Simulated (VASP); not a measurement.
Input of a VASP 6.6.1 run:

The input INCAR:

```
ALGO = Fast
DIPOL = 0.5 0.5 0.294
EDIFF = 1E-6
ENCUT = 520
GGA = PE
IDIPOL = 3
ISIF = 2
ISMEAR = 0
LASPH = True
LCHARG = False
LDIPOL = True
LREAL = False
LWAVE = False
NBANDS = 15
NELM = 100
PREC = Accurate
SIGMA = 0.1
```

KPOINTS

```
k-points
0
Gamma
  16 16 1
```

The input POSCAR:

```
TiSi
1.0
    3.4727044506      0.0000000000      0.0000000000
    0.0000000000      3.4727044506      0.0000000000
    0.0000000000      0.0000000000     23.8000000000
Ti Si
1 1
Direct
    0.5000000000      0.5000000000      0.2941176471
    0.0000000000      0.0000000000      0.2941176471
```

Potentials or basis: VASP PAW PBE potentials, release 64 (Ti_sv, Si).

Launch:

```sh
$ cat potpaw_PBE.64/Ti_sv/POTCAR potpaw_PBE.64/Si/POTCAR > POTCAR
$ mpirun -np 1 vasp_std > vasp.out
```

Question: Predict the band gap on the k mesh.

Answer: Zero (bands 8 and 9 overlap by 0.31 eV).
